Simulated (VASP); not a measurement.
# KCl (F-43m) in VASP: single point with LDA

Aim: the single point of KCl with LDA.

Program: VASP 6.6.1. These are calculated values, not measurements. Logs are shortened: lines on timing, memory, paths and dates and some standing lists are left out, and cuts for length are marked.

## Step 1: The cell of the first run

Symmetry: F-43m, No. 216, cubic system. The conventional cell has a = 7.068 Å, b = 7.068 Å, c = 7.068 Å, α = 90.00°, β = 90.00°, γ = 90.00°. K (site symmetry -43m) has 4 Cl at 3.06 Å within 4.0 Å. Cl (site symmetry -43m) has 4 K at 3.06 Å within 4.0 Å.

## Step 2: Single point, LDA

INCAR

```
SYSTEM = KCl
PREC = Accurate ; ENCUT = 520
EDIFF = 1E-6 ; ISMEAR = 0
SIGMA = 0.01 ; LREAL = .False.
LASPH = .True. ; NELM = 100
ALGO = Normal ; ISIF = 2
LWAVE = .False. ; LCHARG = .False.
NBANDS = 15
```

KPOINTS

```
regular mesh
0
Gamma
  6 6 6
  0 0 0
```

POSCAR

```
KCl
1.0
    0.0000000000      3.5341000000      3.5341000000
    3.5341000000      0.0000000000      3.5341000000
    3.5341000000      3.5341000000      0.0000000000
K Cl
1 1
Direct
    0.0000000000      0.0000000000      0.0000000000
    0.2500000000      0.2500000000      0.2500000000
```

Potentials or basis: VASP PAW LDA potentials, release 64 (K_sv, Cl).

Command:

```bash
$ cat potpaw_LDA.64/K_sv/POTCAR potpaw_LDA.64/Cl/POTCAR > POTCAR
$ mpirun -np 1 vasp_std > vasp.out
```

OUTCAR:

```text
SYSTEM = KCl
   PREC = Accurate
   ENCUT = 520
   EDIFF = 1E-6
   ISMEAR = 0
   LREAL = .False.
   LASPH = .True.
   NELM = 100
   ISIF = 2

 ion  position               nearest neighbor table
   1  0.000  0.000  0.000-   2 3.06   2 3.06   2 3.06   2 3.06
   2  0.250  0.250  0.250-   1 3.06   1 3.06   1 3.06   1 3.06

  LATTYP: Found a face centered cubic cell.
 ALAT       =     7.0682000000

  Lattice vectors:

 A1 = (   0.0000000000,   3.5341000000,   3.5341000000)
 A2 = (   3.5341000000,   0.0000000000,   3.5341000000)
 A3 = (   3.5341000000,   3.5341000000,   0.0000000000)

Analysis of symmetry for initial positions (statically):
=====================================================================
 Subroutine PRICEL returns:
 Original cell was already a primitive cell.

 Routine SETGRP: Setting up the symmetry group for a
 face centered cubic supercell.

 Subroutine GETGRP returns: Found 24 space group operations
 (whereof 24 operations were pure point group operations)
 out of a pool of 48 trial point group operations.

The static configuration has the point symmetry T_d .

Analysis of symmetry for dynamics (positions and initial velocities):
=====================================================================
 Subroutine PRICEL returns:
 Original cell was already a primitive cell.

 Routine SETGRP: Setting up the symmetry group for a
 face centered cubic supercell.

 Subroutine GETGRP returns: Found 24 space group operations
 (whereof 24 operations were pure point group operations)
 out of a pool of 48 trial point group operations.

The dynamic configuration has the point symmetry T_d .

 Subroutine INISYM returns: Found 24 space group operations
 (whereof 24 operations are pure point group operations),
 and found     1 'primitive' translations

----------------------------------------------------------------------------------------

                                     Primitive cell

  volume of cell :      88.2808

  direct lattice vectors                    reciprocal lattice vectors
     0.000000000  3.534100000  3.534100000    -0.141478736  0.141478736  0.141478736
     3.534100000  0.000000000  3.534100000     0.141478736 -0.141478736  0.141478736
     3.534100000  3.534100000  0.000000000     0.141478736  0.141478736 -0.141478736

  length of vectors
     4.997972151  4.997972151  4.997972151     0.245048359  0.245048359  0.245048359

  position of ions in fractional coordinates (direct lattice)
     0.000000000  0.000000000  0.000000000
     0.250000000  0.250000000  0.250000000

  ion indices of the primitive-cell ions
   primitive index   ion index
                 1           1
                 2           2

----------------------------------------------------------------------------------------

 KPOINTS: regular mesh

Automatic generation of k-mesh.
 Grid dimensions read from file:
 generate k-points for:    6    6    6

 Generating k-lattice:

  Cartesian coordinates                     Fractional coordinates (reciprocal lattice)
    -0.023579789  0.023579789  0.023579789     0.166666667  0.000000000  0.000000000
     0.023579789 -0.023579789  0.023579789     0.000000000  0.166666667  0.000000000
     0.023579789  0.023579789 -0.023579789     0.000000000  0.000000000  0.166666667

  Length of vectors
     0.040841393  0.040841393  0.040841393

  Shift w.r.t. Gamma in fractional coordinates (k-lattice)
     0.000000000  0.000000000  0.000000000

 Subroutine IBZKPT returns following result:
 ===========================================

 Found     16 irreducible k-points:

 Following reciprocal coordinates:
            Coordinates               Weight
  0.000000  0.000000  0.000000      1.000000
  0.166667  0.000000  0.000000      8.000000
  0.333333  0.000000  0.000000      8.000000
  0.500000  0.000000  0.000000      4.000000
  0.166667  0.166667  0.000000      6.000000
  0.333333  0.166667  0.000000     24.000000
[... 8 lines left out ...]
 -0.333333  0.333333  0.166667     24.000000
 -0.333333  0.500000  0.166667     12.000000
   k-points           NKPTS =     16   k-points in BZ     NKDIM =     16   number of bands    NBANDS=     15
   number of dos      NEDOS =    301   number of ions     NIONS =      2
   total plane-waves  NPLWV =  64000
   dimension x,y,z NGX =    40 NGY =   40 NGZ =   40
   dimension x,y,z NGXF=    80 NGYF=   80 NGZF=   80
   ions per type =               1   1
   NGX,Y,Z   is equivalent  to a cutoff of  13.31, 13.31, 13.31 a.u.
   NGXF,Y,Z  is equivalent  to a cutoff of  26.61, 26.61, 26.61 a.u.
 SYSTEM =  KCl
   PREC   = accura    normal or accurate (medium, high low for compatibility)
   ISTART =      0    job   : 0-new  1-cont  2-samecut
   ICHARG =      2    charge: 1-file 2-atom 10-const
   ISPIN  =      1    spin polarized calculation?
   LNONCOLLINEAR =      F non collinear calculations
   LSORBIT =      F    spin-orbit coupling
   LASPH  =      T    aspherical Exc in radial PAW
   ENCUT  =  520.0 eV  38.22 Ry    6.18 a.u.   9.29  9.29  9.29*2*pi/ulx,y,z
   NELM   =    100;   NELMIN=  2; NELMDL= -5     # of ELM steps
   EDIFF  = 0.1E-05   stopping-criterion for ELM
   LREAL  =      F    real-space projection
   EDIFFG = 0.1E-04   stopping-criterion for IOM
   NSW    =      0    number of steps for IOM
   IBRION =     -1    ionic relax: 0-MD 1-quasi-New 2-CG
   NFREE  =      0    steps in history (QN), initial steepest desc. (CG)
   ISIF   =      2    stress and relaxation
   ISYM   =      2    0-nonsym 1-usesym 2-fastsym
   POTIM  = 0.5000    time-step for ionic-motion
   TEBEG  =    0.0;   TEEND  =   0.0 temperature during run
   PSTRESS=    0.0 pullay stress
   NELECT =      16.0000    total number of electrons
   NUPDOWN=      -1.0000    fix difference up-down
   EMIN   =  10.00;   EMAX   =-10.00  energy-range for DOS
   EFERMI =   0.00;   METHOD = LEGACY
   ISMEAR =     0;   SIGMA  =   0.01  broadening in eV -4-tet -1-fermi 0-gaus
   EFERMI_NEDOS =   21; number of points for ismear=-14 and -15
   IALGO  =     38    algorithm
   IMIX   =      4    mixing-type and parameters
     AMIX     =   0.40;   BMIX     =  1.00
     AMIX_MAG =   1.60;   BMIX_MAG =  1.00
  volume/ion in A,a.u.               =      44.14       297.87
  Fermi-wavevector in a.u.,A,eV,Ry     =   0.926459  1.750753 11.678227  0.858325
  Thomas-Fermi vector in A             =   2.052423
   LORBIT       =      0    0 simple, 1 ext, 2 COOP (PROOUT), +10 PAW based schemes
   GGA     = CA    functional components
   LHFCALC =     F    Hartree Fock is set to
   AEXX    =    0.0000 exact exchange contribution
   IVDW    =     0    specifies the selected vdW correction
   LEPSILON=     F    determine dielectric tensor
   LRPA    =     F    only Hartree local field effects (RPA)
 non-spin polarized calculation
 Gauss-broadening in eV      SIGMA  =   0.01
  energy-cutoff  :      520.00
  volume of cell :       88.28
 maximum number of plane-waves:      2421
 NGX is ok and might be reduce to    40
   NGX = 19   NGY = 19   NGZ = 19

 number of electron      15.9999997 magnetization

 Free energy of the ion-electron system (eV)
  ---------------------------------------------------
  ext. energy  EPLUGINS =         0.00000000
  ---------------------------------------------------
  free energy    TOTEN  =        -7.03245978 eV

  energy without entropy =       -7.03245978  energy(sigma->0) =       -7.03245978

 E-fermi :  -3.4479     XC(G=0):  -6.5341

 val. band max:       -3.5027000426   @ k =  -0.3333   0.3333   0.0000
 cond. band min:       0.9282949900   @ k =   0.0000   0.0000   0.0000
 fundamental gap:      4.4309950327
 Fermi energy:        -3.4478839496

 k-point     1 :       0.0000    0.0000    0.0000
  band No.  band energies     occupation
      1     -30.4579      2.00000
      2     -15.1231      2.00000
      3     -14.1882      2.00000
      4     -14.1882      2.00000
      5     -14.1882      2.00000
      6      -3.5373      2.00000
      7      -3.5373      2.00000
      8      -3.5373      2.00000
      9       0.9283      0.00000
     10       5.6091      0.00000
     11       5.6091      0.00000
     12       6.5768      0.00000
     13       6.5768      0.00000
     14       6.5768      0.00000
     15       7.5889      0.00000

 k-point     2 :       0.1667    0.0000    0.0000
  band No.  band energies     occupation
      1     -30.4572      2.00000
      2     -15.1780      2.00000
      3     -14.1907      2.00000
      4     -14.1907      2.00000
      5     -14.1284      2.00000
      6      -3.6385      2.00000
      7      -3.5300      2.00000
      8      -3.5300      2.00000
      9       1.3593      0.00000
     10       5.3364      0.00000
     11       5.3364      0.00000
     12       6.1931      0.00000
     13       6.7953      0.00000
     14       6.9801      0.00000
     15       6.9801      0.00000

 k-point     3 :       0.3333    0.0000    0.0000
  band No.  band energies     occupation
      1     -30.4558      2.00000
      2     -15.2711      2.00000
      3     -14.1958      2.00000
      4     -14.1958      2.00000
      5     -14.0261      2.00000
      6      -3.7956      2.00000
      7      -3.5162      2.00000
      8      -3.5162      2.00000
      9       2.3523      0.00000
     10       4.8114      0.00000
     11       5.1631      0.00000
     12       5.1631      0.00000
     13       6.7080      0.00000
     14       6.8602      0.00000
     15       6.8602      0.00000

 k-point     4 :       0.5000    0.0000    0.0000
  band No.  band energies     occupation
      1     -30.4551      2.00000
      2     -15.3118      2.00000
      3     -14.1983      2.00000
      4     -14.1983      2.00000
      5     -13.9811      2.00000
      6      -3.8566      2.00000
      7      -3.5097      2.00000
      8      -3.5097      2.00000
      9       3.4382      0.00000
     10       3.5531      0.00000
     11       5.1670      0.00000
     12       5.1670      0.00000
     13       6.6602      0.00000
     14       6.6602      0.00000
     15       7.2006      0.00000
[... 163 lines left out ...]
 k-point    14 :       0.5000    0.3333    0.1667
  band No.  band energies     occupation
      1     -30.4549      2.00000
      2     -15.3219      2.00000
      3     -14.2164      2.00000
      4     -14.2042      2.00000
      5     -13.9469      2.00000
      6      -3.7986      2.00000
      7      -3.5865      2.00000
      8      -3.5094      2.00000
      9       2.8974      0.00000
     10       4.0191      0.00000
     11       5.1657      0.00000
     12       5.6552      0.00000
     13       6.8351      0.00000
     14       6.9981      0.00000
     15       7.3071      0.00000

 k-point    15 :      -0.3333    0.3333    0.1667
  band No.  band energies     occupation
      1     -30.4544      2.00000
      2     -15.3455      2.00000
      3     -14.2231      2.00000
      4     -14.2077      2.00000
      5     -13.9136      2.00000
      6      -3.7624      2.00000
      7      -3.6539      2.00000
      8      -3.5066      2.00000
      9       3.1799      0.00000
     10       3.9110      0.00000
     11       5.1541      0.00000
     12       5.6337      0.00000
     13       6.7280      0.00000
     14       6.9515      0.00000
     15       7.3848      0.00000

 k-point    16 :      -0.3333    0.5000    0.1667
  band No.  band energies     occupation
      1     -30.4542      2.00000
      2     -15.3573      2.00000
      3     -14.2213      2.00000
      4     -14.2133      2.00000
      5     -13.8979      2.00000
      6      -3.8196      2.00000
      7      -3.6052      2.00000
      8      -3.5071      2.00000
      9       3.0375      0.00000
     10       3.8791      0.00000
     11       5.8547      0.00000
     12       6.0730      0.00000
     13       6.2782      0.00000
     14       6.6482      0.00000
     15       7.3011      0.00000

------------------------ aborting loop because EDIFF is reached ----------------------------------------

  FORCE on cell =-STRESS in cart. coord.  units (eV):
  Direction    XX          YY          ZZ          XY          YZ          ZX
  --------------------------------------------------------------------------------------
  -------------------------------------------------------------------------------------
  Total       -0.7628966     -0.7628966     -0.7628966      0.0000000      0.0000000      0.0000000
  in kB      -13.8455358    -13.8455358    -13.8455358      0.0000000      0.0000000      0.0000000
  external PRESSURE =     -13.8455358 kB  Pullay stress =       0.0000000 kB

 VOLUME and BASIS-vectors are now :
 -----------------------------------------------------------------------------
  energy-cutoff  :      520.00
  volume of cell :       88.28
      direct lattice vectors                 reciprocal lattice vectors
     0.000000000  3.534100000  3.534100000    -0.141478736  0.141478736  0.141478736
     3.534100000  0.000000000  3.534100000     0.141478736 -0.141478736  0.141478736
     3.534100000  3.534100000  0.000000000     0.141478736  0.141478736 -0.141478736

 POSITION                                       TOTAL-FORCE (eV/Angst)
 -----------------------------------------------------------------------------------
      0.00000      0.00000      0.00000        -0.000000     -0.000000     -0.000000
      1.76705      1.76705      1.76705         0.000000      0.000000      0.000000
 -----------------------------------------------------------------------------------
    total drift:                               -0.000000     -0.000000     -0.000000

  FREE ENERGIE OF THE ION-ELECTRON SYSTEM (eV)
  ---------------------------------------------------
  free  energy   TOTEN  =        -7.0324597818 eV

  energy  without entropy=       -7.0324597818  energy(sigma->0) =       -7.03245978
```

It took 13 s on 1 thread of Intel Xeon 6975P-C (Granite Rapids), shared host; peak memory 0.19 GiB.

What came out:

| Item | Value |
| --- | --- |
| Free energy | -7.0325 eV |
| Pressure | -1.4 GPa |
| Band gap on the k mesh | 4.43 eV, indirect (least direct gap 4.47 eV) |

Levels at points of the mesh, in eV from the valence-band top:
| k point | band 6 | band 7 | band 8 | band 9 | band 10 | band 11 |
| --- | --- | --- | --- | --- | --- | --- |
| (0.00, 0.00, 0.00) | -0.03 | -0.03 | -0.03 | 4.43 | 9.11 | 9.11 |
| (0.50, 0.00, 0.00) | -0.35 | -0.01 | -0.01 | 6.94 | 7.06 | 8.67 |
| (0.50, 0.50, 0.00) | -0.41 | 0.00 | 0.00 | 6.39 | 7.39 | 9.44 |

A k mesh can miss the band edges.
